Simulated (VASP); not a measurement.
A run of VASP 6.6.1 is set up as follows.

POSCAR

```
AlN
1.0
    3.2360458119     -0.0975659424     -0.0221381428
   -1.7025174906      2.8428551716      0.0699330608
   -0.0354238504      0.1087611125      4.8652965235
Al N
2 2
Direct
    0.3206374753      0.6744783112     -0.0095557548
    0.8109536230      0.4502035771      0.5516643616
    0.2859371289      0.5748537327      0.3652261432
    0.5824717728      0.3004643790      0.8626652500
```

Contents of INCAR.step1:

```
SYSTEM = AlN
ALGO = Normal
EDIFF = 1E-4
ENCUT = 520
GGA = PE
ISMEAR = 0
LASPH = .TRUE.
LCHARG = .FALSE.
LREAL = .FALSE.
LWAVE = .TRUE.
NBANDS = 16
NELM = 60
PREC = Accurate
SIGMA = 0.05
```

File INCAR.step2:

```
SYSTEM = AlN
ALGO = Normal
EDIFF = 1E-6
ENCUT = 520
ISIF = 2
ISMEAR = 0
ISTART = 1
LASPH = .TRUE.
LCHARG = .FALSE.
LMIXTAU = .TRUE.
LREAL = .FALSE.
LWAVE = .FALSE.
METAGGA = R2SCAN
NBANDS = 16
NELM = 60
PREC = Accurate
SIGMA = 0.05
```

KPOINTS

```
k-points
0
G
  12 12 6
  0 0 0
```

Potentials or basis: VASP PAW PBE potentials, release 64 (Al, N).

Run with:

```console
$ cat potpaw_PBE.64/Al/POTCAR potpaw_PBE.64/N/POTCAR > POTCAR
$ cp INCAR.step1 INCAR
$ mpirun -np 1 vasp_std > vasp.out
$ cp INCAR.step2 INCAR
$ mpirun -np 1 vasp_std > vasp.out
```

Q: Estimate the largest force.

A: 8.676 eV/Å.

Q: Predict the pressure.

A: 14.1 GPa.

Q: What does it give for the band gap on the k mesh?

A: 1.84 eV (least direct gap 1.85 eV).

Stress tensor (GPa, compression positive):
```
  2.36   9.64 -18.75
  9.64  -3.97 -10.51
-18.75 -10.51  43.80
```

Caveat: the cell differs from its parent crystal (atoms moved at random and the cell strained at random); the stress differs along the axes, from -4 to 44 GPa; the PAW data sets were made with another functional, which shifts forces and pressure a little. A k mesh can miss the band edges.
